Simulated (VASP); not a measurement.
A run of VASP 6.6.1 is set up as follows.

The input INCAR:

```
SYSTEM = Pd
  PREC = Accurate
  ENCUT = 520
  EDIFF = 1E-6
  ISMEAR = -1
  SIGMA = 0.05
  LREAL = .False.
  LASPH = .True.
  NELM = 60
  ALGO = Normal
  ISIF = 2
  LWAVE = .False.
  LCHARG = .True.
  GGA = RP
  IVDW = 13
  LELF = .True.
  LVHAR = .True.
  NBANDS = 11
```

Contents of KPOINTS:

```
Automatic mesh
0
Gamma
  12 12 12
  0 0 0
```

The input POSCAR:

```
Pd
1.0
    0.0000000000      1.9067643606      1.9067643606
    1.9067643606      0.0000000000      1.9067643606
    1.9067643606      1.9067643606      0.0000000000
Pd
1
Direct
    0.0000000000      0.0000000000      0.0000000000
```

Potentials or basis: VASP PAW PBE potentials, release 64 (Pd).

Run with:

```console
$ cat potpaw_PBE.64/Pd/POTCAR > POTCAR
$ mpirun -np 1 vasp_std > vasp.out
```

(1) What does it give for the band gap on the k mesh?

(2) Predict the dispersion energy per atom.

(3) What does it give for the pressure?

Results:

(1) zero (band 5 reaches 11.28 eV, above the bottom of band 6 at 9.52 eV).

(2) -1.014 eV.

(3) 15.4 GPa.

Caveat: the PAW data sets were made with another functional, which shifts forces and pressure a little; pairwise dispersion overbinds metals, which lowers pressure and volume.
